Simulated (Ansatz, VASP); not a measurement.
## Two plane-wave programs on TaAs

INCAR

```
SYSTEM = TaAs
ALGO = Normal ; EDIFF = 1E-6
ENCUT = 520 ; GGA = PS
ISIF = 2 ; ISMEAR = 0
LASPH = .True. ; LCHARG = .False.
LREAL = .False. ; LWAVE = .False.
NBANDS = 15 ; NELM = 60
PREC = Accurate ; SIGMA = 0.05
```

Contents of KPOINTS:

```
k-points
0
Gamma
  10 10 10
  0 0 0
```

File POSCAR:

```
TaAs
1.0
    0.0000000000      2.5841757320      2.5841757320
    2.5841757320      0.0000000000      2.5841757320
    2.5841757320      2.5841757320      0.0000000000
Ta As
1 1
Direct
    0.5000000000      0.5000000000      0.5000000000
    0.0000000000      0.0000000000      0.0000000000
```

Input for Ansatz:

```yaml
crystal:
  lattice:
    - [0.0, 2.584175732, 2.584175732]
    - [2.584175732, 0.0, 2.584175732]
    - [2.584175732, 2.584175732, 0.0]
  atoms:
    - { symbol: Ta, position: [0.5, 0.5, 0.5] }
    - { symbol: As, position: [0.0, 0.0, 0.0] }
basis:
  ecutwfc: 420
  ecutrho_ratio: 4
kpoints:
  mp_grid: { grid: [10, 10, 10] }
hamiltonian:
  xc: pbesol
scf:
  occupations: { method: gaussian, width: 0.05 }
output:
  forces: true
  stress: true
  eigenvalues: true
```

Alike in both runs: task single point; functional PBEsol; k mesh 10 × 10 × 10; occupations gaussian, width 0.05 eV; no spin polarisation.

```csv
,VASP,Ansatz
version,VASP 6.6.1,Ansatz 0.2.0
potentials or method,"VASP PAW PBE potentials, release 64 (Ta_pv, As), cutoff 520 eV","scalar-relativistic, plane waves, PAW"
valence electrons in the cell,16,28
```

|  | VASP | Ansatz | Ansatz less VASP |
| --- | --- | --- | --- |
| gap on the k mesh at the Fermi level (eV) | none | none | - |
| pressure (GPa) | 4.3 | 3.6 | -0.73 |

VASP's potentials were made for PBE, not for PBEsol. A gap of «none» marks a metal or a gap that the smearing closes. The functional is the same, so the differences come from potentials, cutoffs and numerics. VASP's potentials hold 16 valence electrons a cell and Ansatz's 28, so a difference there can come from the potentials and not from the codes.

Spin-orbit coupling is off throughout.
